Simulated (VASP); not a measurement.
Input of a VASP 6.6.1 run:

The input INCAR:

```
PREC = Accurate
ENCUT = 600
EDIFF = 1E-6
ISMEAR = -1
SIGMA = 0.05
LREAL = F
LASPH = T
NELM = 60
ALGO = Normal
ISIF = 3
LWAVE = F
LCHARG = F
GGA = PS
IBRION = 2
NSW = 60
EDIFFG = -0.01
PSTRESS = 20.0
```

The input KPOINTS:

```
regular mesh
0
Gamma
  7 7 7
```

POSCAR

```
Cs
1.0
   -2.7500754600      2.7500754600      4.0972389800
    2.7500754600     -2.7500754600      4.0972389800
    2.7500754600      2.7500754600     -4.0972389800
Cs
1
Direct
    0.0000000000      0.0000000000      0.0000000000
```

Potentials or basis: VASP PAW PBE potentials, release 64 (Cs_sv).

Launch:

```bash
$ cat potpaw_PBE.64/Cs_sv/POTCAR > POTCAR
$ mpirun -np 1 vasp_std > vasp.out
```

Task: Estimate the relaxed volume.

Result: 67.56 Å³/atom.

Task: Estimate the relaxed cell.

Result: a = 4.572 Å, b = 4.572 Å, c = 4.572 Å, α = 120.01°, β = 120.01°, γ = 89.97°.

Task: What does it give for the space group after relaxing (to 0.05 Å)?

Result: Fm-3m (No. 225).

Final structure:
```
Cs
1.0
    -2.28543    2.28543    3.23353
     2.28543   -2.28543    3.23353
     2.28543    2.28543   -3.23353
Cs
1
Direct
  0.00000 0.00000 0.00000
```

Caveat: the cell is relaxed towards a set pressure, so the enthalpy falls and the energy may rise; the volume moved by over 15 % at a fixed basis, so the end points are rough; the PAW data sets were made with another functional, which shifts forces and pressure a little.
